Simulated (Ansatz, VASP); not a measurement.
**Two plane-wave programs on Si2W**

```
Si W
1.0
     6.42985    0.00000    0.00000
     0.00000    6.64988    0.00000
     0.00000    0.00000    2.74504
Si W
4 2
Direct
  0.23005 0.77067 0.50000
  0.73005 0.72933 0.00000
  0.76995 0.22933 0.50000
  0.26995 0.27067 0.00000
  0.50000 0.50000 0.50000
  0.00000 0.00000 0.00000
```

Alike in both runs: functional PBE; k mesh 4 × 4 × 6; occupations gaussian, width 0.1 eV; no spin polarisation.

Ansatz relaxed the structure, and its values are those at the end. VASP's run is a single point on that final structure, the one shown.

```csv
,VASP,Ansatz
version,VASP 6.6.1,Ansatz 0.2.0
potentials or method,"VASP PAW PBE potentials, release 64 (Si, W_sv), cutoff 520 eV","scalar-relativistic, plane waves, PAW"
valence electrons in the cell,44,44
```

```tsv
	VASP	Ansatz	Ansatz less VASP
gap on the k mesh at the Fermi level (eV)	none	none	-
pressure (GPa)	0.2	0.2	-0.05
rms of the force components (eV/Å)	0.004	0.002	-0.0013
```

A gap of «none» marks a metal or a gap that the smearing closes. With one functional, cell and mesh, what is left measures potentials, basis and numerics.

The k mesh is coarse, so the values compare programs but aren't converged. Neither program's run includes spin-orbit coupling.
